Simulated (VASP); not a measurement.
A run of VASP 6.6.1 is set up as follows.

File INCAR:

```
SYSTEM = C
PREC = Accurate
ENCUT = 520
EDIFF = 1E-7
ISMEAR = 0
SIGMA = 0.1
LREAL = .FALSE.
LASPH = .TRUE.
NELM = 100
ALGO = Normal
ISIF = 2
LWAVE = .FALSE.
LCHARG = .TRUE.
GGA = PE
LELF = .TRUE.
LVHAR = .TRUE.
NBANDS = 31
```

File KPOINTS:

```
regular mesh
0
G
  6 6 6
  0 0 0
```

File POSCAR:

```
C
1.0
    4.7236937000      0.0000000000      0.0000000000
   -2.3618468500      4.0908387400      0.0000000000
    0.0000000000      0.0000000000      2.9353966100
C
10
Direct
    0.3048500100      0.9218300000      0.7500000000
    0.6951499900      0.0781700000      0.2500000000
    0.6169799900      0.6951499900      0.7500000000
    0.3830200100      0.3048500100      0.2500000000
    0.0781700000      0.3830200100      0.7500000000
    0.9218300000      0.6169799900      0.2500000000
    0.6666666700      0.3333333300      0.7500000000
    0.3333333300      0.6666666700      0.2500000000
    0.0000000000      0.0000000000      0.0000000000
    0.0000000000      0.0000000000      0.5000000000
```

Potentials or basis: VASP PAW PBE potentials, release 64 (C).

Command:

```console
$ cat potpaw_PBE.64/C/POTCAR > POTCAR
$ mpirun -np 1 vasp_std > vasp.out
```

(1) Estimate the band gap on the k mesh.

(2) Predict the pressure.

(3) Estimate the largest force.

## Answers

(1) zero (band 20 reaches 12.80 eV, above the bottom of band 21 at 10.23 eV).

(2) 49.4 GPa.

(3) 1.795 eV/Å.

Caveat: forces of over 1 eV/Å act on the atoms, so gaps and moduli don't describe the material at rest.
